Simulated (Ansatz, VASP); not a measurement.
Two plane-wave programs on Ca

File INCAR:

```
PREC = Accurate
ENCUT = 520
EDIFF = 1E-6
ISMEAR = -1
SIGMA = 0.1
LREAL = F
LASPH = T
NELM = 100
ALGO = Normal
ISIF = 2
LWAVE = F
LCHARG = F
GGA = PE
NBANDS = 11
```

KPOINTS

```
regular mesh
0
Gamma
  17 17 17
```

POSCAR

```
Ca
1.0
   -2.2765968170      2.2765968170      2.2765968170
    2.2765968170     -2.2765968170      2.2765968170
    2.2765968170      2.2765968170     -2.2765968170
Ca
1
Direct
    0.0000000000      0.0000000000      0.0000000000
```

Input for Ansatz:

```yaml
crystal:
  lattice:
    - [-2.276596817, 2.276596817, 2.276596817]
    - [2.276596817, -2.276596817, 2.276596817]
    - [2.276596817, 2.276596817, -2.276596817]
  atoms:
    - { symbol: Ca, position: [0.0, 0.0, 0.0] }
hamiltonian:
  xc: pbe
  pseudopotentials:
    kind: paw
    azcp:
      Ca: "pseudopotentials/Ca.paw.azcp"
basis:
  ecutwfc: 420
  fft_grid_basis: typed
kpoints:
  mp_grid: { grid: [17, 17, 17], shift: [0, 0, 0] }
magnetization:
  spin_polarized: false
scf:
  occupations: { method: fermi_dirac, width: 0.1 }
output:
  stress: true
```

Alike in both runs: task single point; functional PBE; k mesh 17 × 17 × 17; occupations fermi-dirac, width 0.1 eV; no spin polarisation.

|  | VASP | Ansatz |
| --- | --- | --- |
| version | VASP 6.6.1 | Ansatz 0.2.0 |
| potentials or method | VASP PAW PBE potentials, release 64 (Ca_sv), cutoff 520 eV | plane waves (420 eV) with PAW, scalar-relativistic |
| valence electrons in the cell | 10 | 10 |

|  | VASP | Ansatz | Ansatz less VASP |
| --- | --- | --- | --- |
| pressure (GPa) | -1.6 | -1.6 | -0.01 |

With one functional, cell and mesh, what is left measures potentials, basis and numerics.
